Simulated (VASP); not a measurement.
# Na3Lu (Pm-3m) in VASP: further runs, part 2 of 2

VASP 6.6.1. Earlier steps stand in the parts before.

## 3. Single point, LDA

The input, INCAR:

```
  PREC = Accurate
  ENCUT = 520
  EDIFF = 1E-6
  ISMEAR = -1
  SIGMA = 0.1
  LREAL = F
  LASPH = T
  NELM = 100
  ALGO = Normal
  ISIF = 2
  LWAVE = F
  LCHARG = F
  GGA = CA
  NBANDS = 31
```

The input, KPOINTS:

```
Automatic mesh
0
Gamma
  4 4 4
```

The input, POSCAR:

```
Na3Lu
1.0
    4.9690515622      0.0000000000      0.0000000000
    0.0000000000      4.9690515622      0.0000000000
    0.0000000000      0.0000000000      4.9690515622
Na Lu
3 1
Direct
    0.0000000000      0.0000000000      0.0000000000
    0.0000000000      0.5000000000      0.5000000000
    0.5000000000      0.0000000000      0.5000000000
    0.5000000000      0.5000000000      0.0000000000
```

Potentials or basis: VASP PAW PBE potentials, release 64 (Na_pv, Lu).

On the command line:

```console
> cat potpaw_PBE.64/Na_pv/POTCAR potpaw_PBE.64/Lu/POTCAR > POTCAR
> mpirun -np 1 vasp_std > vasp.out
```

OUTCAR:

```text
PREC = Accurate
   ENCUT = 520
   EDIFF = 1E-6
   ISMEAR = -1
   LREAL = F
   LASPH = T
   NELM = 100
   ISIF = 2
   GGA = CA

 ion  position               nearest neighbor table
   1  0.000  0.000  0.000-
   2  0.000  0.500  0.500-
   3  0.500  0.000  0.500-
   4  0.500  0.500  0.000-

  LATTYP: Found a simple cubic cell.
 ALAT       =     4.9690515622

  Lattice vectors:

 A1 = (   4.9690515622,   0.0000000000,   0.0000000000)
 A2 = (   0.0000000000,   4.9690515622,   0.0000000000)
 A3 = (   0.0000000000,   0.0000000000,   4.9690515622)

Analysis of symmetry for initial positions (statically):
=====================================================================
 Subroutine PRICEL returns:
 Original cell was already a primitive cell.

 Routine SETGRP: Setting up the symmetry group for a
 simple cubic supercell.

 Subroutine GETGRP returns: Found 48 space group operations
 (whereof 16 operations were pure point group operations)
 out of a pool of 48 trial point group operations.

The static configuration has the point symmetry D_4h.
 The point group associated with its full space group is O_h .

Analysis of symmetry for dynamics (positions and initial velocities):
=====================================================================
 Subroutine PRICEL returns:
 Original cell was already a primitive cell.

 Routine SETGRP: Setting up the symmetry group for a
 simple cubic supercell.

 Subroutine GETGRP returns: Found 48 space group operations
 (whereof 16 operations were pure point group operations)
 out of a pool of 48 trial point group operations.

The dynamic configuration has the point symmetry D_4h.
 The point group associated with its full space group is O_h .

 Subroutine INISYM returns: Found 48 space group operations
 (whereof 16 operations are pure point group operations),
 and found     1 'primitive' translations

----------------------------------------------------------------------------------------

                                     Primitive cell

  volume of cell :     122.6932

  direct lattice vectors                    reciprocal lattice vectors
     4.969051562  0.000000000  0.000000000     0.201245648  0.000000000  0.000000000
     0.000000000  4.969051562  0.000000000     0.000000000  0.201245648  0.000000000
     0.000000000  0.000000000  4.969051562     0.000000000  0.000000000  0.201245648

  length of vectors
     4.969051562  4.969051562  4.969051562     0.201245648  0.201245648  0.201245648

  position of ions in fractional coordinates (direct lattice)
     0.000000000  0.000000000  0.000000000
     0.000000000  0.500000000  0.500000000
     0.500000000  0.000000000  0.500000000
     0.500000000  0.500000000  0.000000000

  ion indices of the primitive-cell ions
   primitive index   ion index
                 1           1
                 2           2
                 3           3
                 4           4

----------------------------------------------------------------------------------------

 KPOINTS: Automatic mesh

Automatic generation of k-mesh.
 Grid dimensions read from file:
 generate k-points for:    4    4    4

 Generating k-lattice:

  Cartesian coordinates                     Fractional coordinates (reciprocal lattice)
     0.050311412  0.000000000  0.000000000     0.250000000  0.000000000  0.000000000
     0.000000000  0.050311412  0.000000000     0.000000000  0.250000000  0.000000000
     0.000000000  0.000000000  0.050311412     0.000000000  0.000000000  0.250000000

  Length of vectors
     0.050311412  0.050311412  0.050311412

  Shift w.r.t. Gamma in fractional coordinates (k-lattice)
     0.000000000  0.000000000  0.000000000

 Subroutine IBZKPT returns following result:
 ===========================================

 Found     10 irreducible k-points:

 Following reciprocal coordinates:
            Coordinates               Weight
  0.000000  0.000000  0.000000      1.000000
  0.250000  0.000000  0.000000      6.000000
  0.500000  0.000000  0.000000      3.000000
  0.250000  0.250000  0.000000     12.000000
  0.500000  0.250000  0.000000     12.000000
  0.500000  0.500000  0.000000      3.000000
  0.250000  0.250000  0.250000      8.000000
  0.500000  0.250000  0.250000     12.000000
  0.500000  0.500000  0.250000      6.000000
  0.500000  0.500000  0.500000      1.000000
   k-points           NKPTS =     10   k-points in BZ     NKDIM =     10   number of bands    NBANDS=     31
   number of dos      NEDOS =    301   number of ions     NIONS =      4
   total plane-waves  NPLWV =  64000
   dimension x,y,z NGX =    40 NGY =   40 NGZ =   40
   dimension x,y,z NGXF=    80 NGYF=   80 NGZF=   80
   ions per type =               3   1
   NGX,Y,Z   is equivalent  to a cutoff of  13.38, 13.38, 13.38 a.u.
   NGXF,Y,Z  is equivalent  to a cutoff of  26.77, 26.77, 26.77 a.u.
 SYSTEM =  unknown system
   PREC   = accura    normal or accurate (medium, high low for compatibility)
   ISTART =      0    job   : 0-new  1-cont  2-samecut
   ICHARG =      2    charge: 1-file 2-atom 10-const
   ISPIN  =      1    spin polarized calculation?
   LNONCOLLINEAR =      F non collinear calculations
   LSORBIT =      F    spin-orbit coupling
   LASPH  =      T    aspherical Exc in radial PAW
   ENCUT  =  520.0 eV  38.22 Ry    6.18 a.u.   9.24  9.24  9.24*2*pi/ulx,y,z
   NELM   =    100;   NELMIN=  2; NELMDL= -5     # of ELM steps
   EDIFF  = 0.1E-05   stopping-criterion for ELM
   LREAL  =      F    real-space projection
   EDIFFG = 0.1E-04   stopping-criterion for IOM
   NSW    =      0    number of steps for IOM
   IBRION =     -1    ionic relax: 0-MD 1-quasi-New 2-CG
   NFREE  =      0    steps in history (QN), initial steepest desc. (CG)
   ISIF   =      2    stress and relaxation
   ISYM   =      2    0-nonsym 1-usesym 2-fastsym
   POTIM  = 0.5000    time-step for ionic-motion
   TEBEG  =    0.0;   TEEND  =   0.0 temperature during run
   PSTRESS=    0.0 pullay stress
   NELECT =      46.0000    total number of electrons
   NUPDOWN=      -1.0000    fix difference up-down
   EMIN   =  10.00;   EMAX   =-10.00  energy-range for DOS
   EFERMI =   0.00;   METHOD = LEGACY
   ISMEAR =    -1;   SIGMA  =   0.10  broadening in eV -4-tet -1-fermi 0-gaus
   EFERMI_NEDOS =   21; number of points for ismear=-14 and -15
   IALGO  =     38    algorithm
   IMIX   =      4    mixing-type and parameters
     AMIX     =   0.40;   BMIX     =  1.00
     AMIX_MAG =   1.60;   BMIX_MAG =  1.00
  volume/ion in A,a.u.               =      30.67       206.99
  Fermi-wavevector in a.u.,A,eV,Ry     =   1.180467  2.230760 18.959758  1.393503
  Thomas-Fermi vector in A             =   2.316759
   LORBIT       =      0    0 simple, 1 ext, 2 COOP (PROOUT), +10 PAW based schemes
   GGA     = CA    functional components
   LHFCALC =     F    Hartree Fock is set to
   AEXX    =    0.0000 exact exchange contribution
   IVDW    =     0    specifies the selected vdW correction
   LEPSILON=     F    determine dielectric tensor
   LRPA    =     F    only Hartree local field effects (RPA)
 non-spin polarized calculation
  energy-cutoff  :      520.00
  volume of cell :      122.69
 maximum number of plane-waves:      3362
 NGX is ok and might be reduce to    40
   NGX = 19   NGY = 19   NGZ = 19

 number of electron      45.9999965 magnetization

 Free energy of the ion-electron system (eV)
  ---------------------------------------------------
  ext. energy  EPLUGINS =         0.00000000
  ---------------------------------------------------
  free energy    TOTEN  =        -7.92137327 eV

  energy without entropy =       -7.79669070  energy(sigma->0) =       -7.85903199

 E-fermi :   0.9185     XC(G=0):  -8.2086

 val. band max:        0.8092186092   @ k =   0.0000   0.0000   0.0000
 cond. band min:       0.9337440861   @ k =   0.5000   0.2500   0.0000
 fundamental gap:      0.1245254768
 Fermi energy:         0.9184810973

 k-point     1 :       0.0000    0.0000    0.0000
  band No.  band energies     occupation
      1     -56.5458      2.00000
      2     -27.3368      2.00000
      3     -27.3368      2.00000
      4     -27.3368      2.00000
      5     -23.2966      2.00000
      6     -23.2966      2.00000
[... 329 lines left out ...]
     30       3.0981      0.00000
     31       5.8788      0.00000

------------------------ aborting loop because EDIFF is reached ----------------------------------------

  FORCE on cell =-STRESS in cart. coord.  units (eV):
  Direction    XX          YY          ZZ          XY          YZ          ZX
  --------------------------------------------------------------------------------------
  -------------------------------------------------------------------------------------
  Total       -0.0156392     -0.0156392     -0.0156392     -0.0000000     -0.0000000     -0.0000000
  in kB       -0.2042230     -0.2042230     -0.2042230     -0.0000000     -0.0000000     -0.0000000
  external PRESSURE =      -0.2042230 kB  Pullay stress =       0.0000000 kB

 VOLUME and BASIS-vectors are now :
 -----------------------------------------------------------------------------
  energy-cutoff  :      520.00
  volume of cell :      122.69
      direct lattice vectors                 reciprocal lattice vectors
     4.969051562  0.000000000  0.000000000     0.201245648  0.000000000  0.000000000
     0.000000000  4.969051562  0.000000000     0.000000000  0.201245648  0.000000000
     0.000000000  0.000000000  4.969051562     0.000000000  0.000000000  0.201245648

 POSITION                                       TOTAL-FORCE (eV/Angst)
 -----------------------------------------------------------------------------------
      0.00000      0.00000      0.00000         0.000000      0.000000      0.000000
      0.00000      2.48453      2.48453         0.000000      0.000000      0.000000
      2.48453      0.00000      2.48453         0.000000      0.000000      0.000000
      2.48453      2.48453      0.00000         0.000000      0.000000      0.000000
 -----------------------------------------------------------------------------------
    total drift:                               -0.000000     -0.000000     -0.000000

  FREE ENERGIE OF THE ION-ELECTRON SYSTEM (eV)
  ---------------------------------------------------
  free  energy   TOTEN  =        -7.9213732697 eV

  energy  without entropy=       -7.7966907026  energy(sigma->0) =       -7.85903199
```

Wall time 21 s (1 thread of Intel Xeon 6975P-C (Granite Rapids), shared host); peak memory 0.2 GiB.

Results:

* Free energy: -7.9214 eV
* Pressure: 0.0 GPa
* Band gap on the k mesh: zero (bands 23 and 24 overlap by 0.92 eV)

Levels at points of the mesh, in eV from the Fermi level:
| k point | band 20 | band 21 | band 22 | band 23 | band 24 | band 25 | band 26 | band 27 |
| --- | --- | --- | --- | --- | --- | --- | --- | --- |
| (0.00, 0.00, 0.00) | -6.41 | -4.42 | -0.11 | -0.11 | 1.50 | 1.50 | 1.50 | 1.92 |
| (0.50, 0.00, 0.00) | -6.41 | -3.23 | -2.11 | 0.16 | 0.74 | 0.74 | 1.61 | 1.80 |
| (0.50, 0.50, 0.00) | -6.41 | -2.06 | -1.20 | -0.76 | -0.76 | 0.98 | 0.98 | 1.38 |
| (0.50, 0.50, 0.50) | -6.41 | -0.58 | -0.41 | -0.41 | -0.41 | 0.38 | 0.38 | 0.38 |

Caveat: the PAW data sets were made with another functional, which shifts forces and pressure a little; spin-orbit coupling is left out, which moves the levels of the heavy elements.
